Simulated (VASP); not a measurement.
# Hf2N (P4_2/mnm) in VASP: a series of runs

The runs below take Hf2N through single point, with PBEsol.

Program: VASP 6.6.1. These are calculated values, not measurements. Logs are shortened: lines on timing, memory, paths and dates and some standing lists are left out, and cuts for length are marked.

## Step 1: The cell of the first run

The structure is tetragonal, space group P4_2/mnm (No. 136). The conventional cell has a = 5.365 Å, b = 5.365 Å, c = 3.270 Å, α = 90.00°, β = 90.00°, γ = 90.00°. Hf (site symmetry m2m) has 3 N at 2.24 to 2.25 Å and 11 Hf at 3.10 to 3.27 Å within 3.3 Å. N (site symmetry mmm) has 6 Hf at 2.24 to 2.25 Å within 3.0 Å.

## Step 2: Single point, PBEsol (15.69 Å³/atom)

Contents of INCAR:

```
  PREC = Accurate
  ENCUT = 520
  EDIFF = 1E-7
  ISMEAR = 0
  SIGMA = 0.15
  LREAL = F
  LASPH = T
  NELM = 60
  ALGO = Normal
  ISIF = 2
  LWAVE = F
  LCHARG = F
  GGA = PS
  NBANDS = 34
```

Contents of KPOINTS:

```
Automatic mesh
0
Gamma
  8 8 14
```

Contents of POSCAR:

```
Hf2N
1.0
    5.3649570984      0.0000000000      0.0000000000
    0.0000000000      5.3649570984      0.0000000000
    0.0000000000      0.0000000000      3.2696650613
Hf N
4 2
Direct
    0.2954631013      0.2954631013      0.0000000000
    0.7045368987      0.7045368987      0.0000000000
    0.7954631013      0.2045368987      0.5000000000
    0.2045368987      0.7954631013      0.5000000000
    0.0000000000      0.0000000000      0.0000000000
    0.5000000000      0.5000000000      0.5000000000
```

Potentials or basis: VASP PAW PBE potentials, release 64 (Hf_pv, N).

On the command line:

```
cat potpaw_PBE.64/Hf_pv/POTCAR potpaw_PBE.64/N/POTCAR > POTCAR
mpirun -np 1 vasp_std > vasp.out
```

OUTCAR:

```text
PREC = Accurate
   ENCUT = 520
   EDIFF = 1E-7
   ISMEAR = 0
   LREAL = F
   LASPH = T
   NELM = 60
   ISIF = 2
   GGA = PS

 ion  position               nearest neighbor table
   1  0.295  0.295  0.000-   5 2.24   6 2.25   6 2.25   2 3.10   4 3.18   3 3.18   4 3.18   3 3.18
                             4 3.18   4 3.18   3 3.18   3 3.18   2 3.86   2 3.86
   2  0.705  0.705  0.000-   5 2.24   6 2.25   6 2.25   1 3.10   4 3.18   3 3.18   4 3.18   3 3.18
                             3 3.18   3 3.18   4 3.18   4 3.18   1 3.86   1 3.86
   3  0.795  0.205  0.500-   6 2.24   5 2.25   5 2.25   4 3.10   1 3.18   1 3.18   2 3.18   2 3.18
                             2 3.18   2 3.18   1 3.18   1 3.18   4 3.86   4 3.86
   4  0.205  0.795  0.500-   6 2.24   5 2.25   5 2.25   3 3.10   1 3.18   1 3.18   2 3.18   2 3.18
                             1 3.18   1 3.18   2 3.18   2 3.18   3 3.86   3 3.86
   5  0.000  0.000  0.000-   1 2.24   2 2.24   3 2.25   4 2.25   3 2.25   4 2.25
   6  0.500  0.500  0.500-   3 2.24   4 2.24   1 2.25   2 2.25   1 2.25   2 2.25

  LATTYP: Found a simple tetragonal cell.
 ALAT       =     5.3649570984
 C/A-ratio  =     0.6094485010

  Lattice vectors:

 A1 = (   5.3649570984,   0.0000000000,   0.0000000000)
 A2 = (   0.0000000000,   5.3649570984,   0.0000000000)
 A3 = (   0.0000000000,   0.0000000000,   3.2696650613)

Analysis of symmetry for initial positions (statically):
=====================================================================
 Subroutine PRICEL returns:
 Original cell was already a primitive cell.

 Routine SETGRP: Setting up the symmetry group for a
 simple tetragonal supercell.

 Subroutine GETGRP returns: Found 16 space group operations
 (whereof  8 operations were pure point group operations)
 out of a pool of 16 trial point group operations.

The static configuration has the point symmetry D_2h.
 The point group associated with its full space group is D_4h.

Analysis of symmetry for dynamics (positions and initial velocities):
=====================================================================
 Subroutine PRICEL returns:
 Original cell was already a primitive cell.

 Routine SETGRP: Setting up the symmetry group for a
 simple tetragonal supercell.

 Subroutine GETGRP returns: Found 16 space group operations
 (whereof  8 operations were pure point group operations)
 out of a pool of 16 trial point group operations.

The dynamic configuration has the point symmetry D_2h.
 The point group associated with its full space group is D_4h.

 Subroutine INISYM returns: Found 16 space group operations
 (whereof  8 operations are pure point group operations),
 and found     1 'primitive' translations

----------------------------------------------------------------------------------------

                                     Primitive cell

  volume of cell :      94.1100

  direct lattice vectors                    reciprocal lattice vectors
     5.364957098  0.000000000  0.000000000     0.186394780  0.000000000  0.000000000
     0.000000000  5.364957098  0.000000000     0.000000000  0.186394780  0.000000000
     0.000000000  0.000000000  3.269665061     0.000000000  0.000000000  0.305841724

  length of vectors
     5.364957098  5.364957098  3.269665061     0.186394780  0.186394780  0.305841724

  position of ions in fractional coordinates (direct lattice)
     0.295463101  0.295463101  0.000000000
     0.704536899  0.704536899  0.000000000
     0.795463101  0.204536899  0.500000000
     0.204536899  0.795463101  0.500000000
     0.000000000  0.000000000  0.000000000
     0.500000000  0.500000000  0.500000000

  ion indices of the primitive-cell ions
   primitive index   ion index
                 1           1
                 2           2
                 3           3
                 4           4
                 5           5
                 6           6

----------------------------------------------------------------------------------------

 KPOINTS: Automatic mesh

Automatic generation of k-mesh.
 Grid dimensions read from file:
 generate k-points for:    8    8   14

 Generating k-lattice:

  Cartesian coordinates                     Fractional coordinates (reciprocal lattice)
     0.023299348  0.000000000  0.000000000     0.125000000  0.000000000  0.000000000
     0.000000000  0.023299348  0.000000000     0.000000000  0.125000000  0.000000000
     0.000000000  0.000000000  0.021845837     0.000000000  0.000000000  0.071428571

  Length of vectors
     0.023299348  0.023299348  0.021845837

  Shift w.r.t. Gamma in fractional coordinates (k-lattice)
     0.000000000  0.000000000  0.000000000

 Subroutine IBZKPT returns following result:
 ===========================================

 Found    120 irreducible k-points:

 Following reciprocal coordinates:
            Coordinates               Weight
  0.000000  0.000000  0.000000      1.000000
  0.125000  0.000000  0.000000      4.000000
  0.250000  0.000000  0.000000      4.000000
  0.375000  0.000000  0.000000      4.000000
  0.500000  0.000000  0.000000      2.000000
  0.125000  0.125000  0.000000      4.000000
[... 16 lines left out ...]
  0.375000  0.125000  0.071429     16.000000
  0.500000  0.125000  0.071429      8.000000
 [... further k-points ...]
   k-points           NKPTS =    120   k-points in BZ     NKDIM =    120   number of bands    NBANDS=     34
   number of dos      NEDOS =    301   number of ions     NIONS =      6
   total plane-waves  NPLWV =  38400
   dimension x,y,z NGX =    40 NGY =   40 NGZ =   24
   dimension x,y,z NGXF=    80 NGYF=   80 NGZF=   48
   ions per type =               4   2
   NGX,Y,Z   is equivalent  to a cutoff of  12.39, 12.39, 12.20 a.u.
   NGXF,Y,Z  is equivalent  to a cutoff of  24.79, 24.79, 24.41 a.u.
 SYSTEM =  unknown system
   PREC   = accura    normal or accurate (medium, high low for compatibility)
   ISTART =      0    job   : 0-new  1-cont  2-samecut
   ICHARG =      2    charge: 1-file 2-atom 10-const
   ISPIN  =      1    spin polarized calculation?
   LNONCOLLINEAR =      F non collinear calculations
   LSORBIT =      F    spin-orbit coupling
   LASPH  =      T    aspherical Exc in radial PAW
   ENCUT  =  520.0 eV  38.22 Ry    6.18 a.u.   9.98  9.98  6.08*2*pi/ulx,y,z
   NELM   =     60;   NELMIN=  2; NELMDL= -5     # of ELM steps
   EDIFF  = 0.1E-06   stopping-criterion for ELM
   LREAL  =      F    real-space projection
   EDIFFG = 0.1E-05   stopping-criterion for IOM
   NSW    =      0    number of steps for IOM
   IBRION =     -1    ionic relax: 0-MD 1-quasi-New 2-CG
   NFREE  =      0    steps in history (QN), initial steepest desc. (CG)
   ISIF   =      2    stress and relaxation
   ISYM   =      2    0-nonsym 1-usesym 2-fastsym
   POTIM  = 0.5000    time-step for ionic-motion
   TEBEG  =    0.0;   TEEND  =   0.0 temperature during run
   PSTRESS=    0.0 pullay stress
   NELECT =      50.0000    total number of electrons
   NUPDOWN=      -1.0000    fix difference up-down
   EMIN   =  10.00;   EMAX   =-10.00  energy-range for DOS
   EFERMI =   0.00;   METHOD = LEGACY
   ISMEAR =     0;   SIGMA  =   0.15  broadening in eV -4-tet -1-fermi 0-gaus
   EFERMI_NEDOS =   21; number of points for ismear=-14 and -15
   IALGO  =     38    algorithm
   IMIX   =      4    mixing-type and parameters
     AMIX     =   0.40;   BMIX     =  1.00
     AMIX_MAG =   1.60;   BMIX_MAG =  1.00
  volume/ion in A,a.u.               =      15.69       105.85
  Fermi-wavevector in a.u.,A,eV,Ry     =   1.325927  2.505638 23.920159  1.758082
  Thomas-Fermi vector in A             =   2.455352
   LORBIT       =      0    0 simple, 1 ext, 2 COOP (PROOUT), +10 PAW based schemes
   GGA     = PS    functional components
   LHFCALC =     F    Hartree Fock is set to
   AEXX    =    0.0000 exact exchange contribution
   IVDW    =     0    specifies the selected vdW correction
   LEPSILON=     F    determine dielectric tensor
   LRPA    =     F    only Hartree local field effects (RPA)
 non-spin polarized calculation
 Gauss-broadening in eV      SIGMA  =   0.15
  energy-cutoff  :      520.00
  volume of cell :       94.11
 maximum number of plane-waves:      2560
 NGX is ok and might be reduce to    40
   NGX = 19   NGY = 19   NGZ = 13

 number of electron      50.0000002 magnetization

 Free energy of the ion-electron system (eV)
  ---------------------------------------------------
  ext. energy  EPLUGINS =         0.00000000
  ---------------------------------------------------
  free energy    TOTEN  =       -67.40241252 eV

  energy without entropy =      -67.37256057  energy(sigma->0) =      -67.38748655

 E-fermi :   5.5915     XC(G=0): -11.9699

 val. band max:        5.5829838734   @ k =   0.1250   0.1250   0.1429
 cond. band min:       5.6262124432   @ k =   0.5000   0.3750   0.1429
 fundamental gap:      0.0432285699
 Fermi energy:         5.5915348114

 k-point     1 :       0.0000    0.0000    0.0000
  band No.  band energies     occupation
      1     -25.5499      2.00000
      2     -25.1108      2.00000
      3     -25.0512      2.00000
      4     -25.0512      2.00000
      5     -24.8421      2.00000
      6     -24.7105      2.00000
[... 26 lines left out ...]
     33       8.7407      0.00000
     34       8.7407      0.00000

 k-point     2 :       0.1250    0.0000    0.0000
  band No.  band energies     occupation
      1     -25.5299      2.00000
      2     -25.1046      2.00000
      3     -25.0740      2.00000
      4     -25.0228      2.00000
      5     -24.8345      2.00000
      6     -24.7067      2.00000
[... 26 lines left out ...]
     33       8.7099      0.00000
     34       8.9827      0.00000
[... 775 lines left out ...]
     33       9.4195      0.00000
     34       9.9080      0.00000

 k-point    24 :       0.5000    0.1250    0.0714
  band No.  band energies     occupation
      1     -25.2802      2.00000
      2     -25.2802      2.00000
      3     -24.9031      2.00000
      4     -24.9031      2.00000
      5     -24.8141      2.00000
      6     -24.8141      2.00000
[... 26 lines left out ...]
     33       9.4316      0.00000
     34       9.4316      0.00000

 [... further k-points ...]

------------------------ aborting loop because EDIFF is reached ----------------------------------------

  FORCE on cell =-STRESS in cart. coord.  units (eV):
  Direction    XX          YY          ZZ          XY          YZ          ZX
  --------------------------------------------------------------------------------------
  -------------------------------------------------------------------------------------
  Total       -4.8328086     -4.8328086     -5.2209799     -0.0000000      0.0000000      0.0000000
  in kB      -82.2762333    -82.2762333    -88.8846636     -0.0000000      0.0000000      0.0000000
  external PRESSURE =     -84.4790434 kB  Pullay stress =       0.0000000 kB

 VOLUME and BASIS-vectors are now :
 -----------------------------------------------------------------------------
  energy-cutoff  :      520.00
  volume of cell :       94.11
      direct lattice vectors                 reciprocal lattice vectors
     5.364957098  0.000000000  0.000000000     0.186394780  0.000000000  0.000000000
     0.000000000  5.364957098  0.000000000     0.000000000  0.186394780  0.000000000
     0.000000000  0.000000000  3.269665061     0.000000000  0.000000000  0.305841724

 POSITION                                       TOTAL-FORCE (eV/Angst)
 -----------------------------------------------------------------------------------
      1.58515      1.58515      0.00000         0.043214      0.043214     -0.000000
      3.77981      3.77981      0.00000        -0.043214     -0.043214      0.000000
      4.26763      1.09733      1.63483         0.043214     -0.043214      0.000000
      1.09733      4.26763      1.63483        -0.043214      0.043214     -0.000000
      0.00000      0.00000      0.00000         0.000000      0.000000      0.000000
      2.68248      2.68248      1.63483         0.000000      0.000000      0.000000
 -----------------------------------------------------------------------------------
    total drift:                               -0.000000      0.000000     -0.000000

  FREE ENERGIE OF THE ION-ELECTRON SYSTEM (eV)
  ---------------------------------------------------
  free  energy   TOTEN  =       -67.4024125228 eV

  energy  without entropy=      -67.3725605701  energy(sigma->0) =      -67.38748655
```

Run time: 3.9 min. Hardware: 1 thread of Intel Xeon Platinum 8124M at 3.00GHz (Skylake/Cascade Lake), shared host; peak memory 0.4 GiB.

What came out:

```yaml
Free_energy: -67.4024 eV
Pressure: -8.4 GPa
Largest_force: 0.061 eV/Å
Band_gap_on_the_k_mesh: zero (bands 25 and 26 overlap by 2.57 eV)
```

Forces in eV/Å, atoms in the order of the input:
```
Hf   0.043  0.043  0.000
Hf  -0.043 -0.043  0.000
Hf   0.043 -0.043  0.000
Hf  -0.043  0.043  0.000
N    0.000  0.000  0.000
N    0.000  0.000  0.000
```

Stress tensor (GPa, compression positive):
```
-8.23  0.00  0.00
 0.00 -8.23  0.00
 0.00  0.00 -8.89
```

Caveat: the cell stands under tension; the PAW data sets were made with another functional, which shifts forces and pressure a little; spin-orbit coupling is left out, which moves the levels of the heavy elements.

[end of part 1 of 3]
